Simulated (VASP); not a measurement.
Runs of VASP 6.6.1 on SrTiO3. The structure is that of space group Pm-3m (No. 221), or close to it. The cells are those of the table. 

| task | cell | k mesh | cutoff (eV) | smearing | gap on the mesh (eV) | pressure (GPa) |
| --- | --- | --- | --- | --- | --- | --- |
| single point | a = 3.926, b = 3.926, c = 3.895 Å, 5 atoms | 6 × 6 × 6 | 520 | gaussian 0.01 eV | (b) | -0.4 |
| single point | a = 3.946, b = 3.946, c = 3.883 Å, 5 atoms | 6 × 6 × 6 | 520 | gaussian 0.01 eV | 2.21 | (a) |
| relaxation of cell and atoms | relaxed from a = 3.905 Å, 5 atoms | 8 × 8 × 8 | 600 | fermi-dirac 0.1 eV | 2.27 | 0.0 |
| single point | a = 3.907 Å, 5 atoms | 8 × 8 × 8 | 520 | fermi-dirac 0.1 eV | 2.27 | 0.9 |

Alike in all rows: level r2SCAN; potentials or basis VASP PAW PBE potentials, release 64 (Sr_sv, Ti_sv, O); no spin polarisation.

**Question.** Estimate the missing entries.

**Answer.** (a) -1.6; (b) 2.24.

Caveats: the PAW data sets were made with another functional, which shifts forces and pressure a little.

A k mesh can miss the band edges, and the runs leave out spin-orbit coupling on Sr.
